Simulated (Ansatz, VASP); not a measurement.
Ge2Sb2Te5: VASP beside Ansatz

```
Te Sb Ge
1.0
     4.29406    0.00000    0.00000
    -2.14703    3.71877    0.00000
     0.00000    0.00000   17.10135
Te Sb Ge
5 2 2
Direct
  0.66667 0.33333 0.41989
  0.33333 0.66667 0.58011
  0.33333 0.66667 0.20154
  0.66667 0.33333 0.79846
  0.00000 0.00000 0.00000
  0.00000 0.00000 0.32007
  0.00000 0.00000 0.67993
  0.66667 0.33333 0.10290
  0.33333 0.66667 0.89711
```

Alike in both runs: functional revPBE; k mesh 7 × 7 × 2; occupations fermi-dirac, width 0.05 eV; no spin polarisation.

```csv
,VASP,Ansatz
version,VASP 6.6.1,Ansatz 0.2.0
potentials or method,"VASP PAW PBE potentials, release 64 (Te, Sb, Ge_d)",Ansatz PAW
plane-wave cutoff (eV),520,420
valence electrons in the cell,68,138
task,single point,band structure
```

```csv
,VASP,Ansatz,Ansatz less VASP
gap on the k mesh at the Fermi level (eV),0.27,0.27,+0.006
least direct gap on the mesh (eV),0.27,0.27,+0.006
pressure (GPa),1.3,1.3,+0.04
"traceless stress, the component that is largest in VASP (GPa)",0.05,0.05,-0.004
rms of the force components (eV/Å),0.037,0.036,-0.0013
```

VASP's potentials were made for PBE, not for revPBE. Atom by atom the forces differ by 0.007 eV/Å (rms over components). With one functional, cell and mesh, what is left measures potentials, basis and numerics. VASP's potentials hold 68 valence electrons a cell and Ansatz's 138, so a difference there can come from the potentials and not from the codes.

Neither program's run includes spin-orbit coupling.
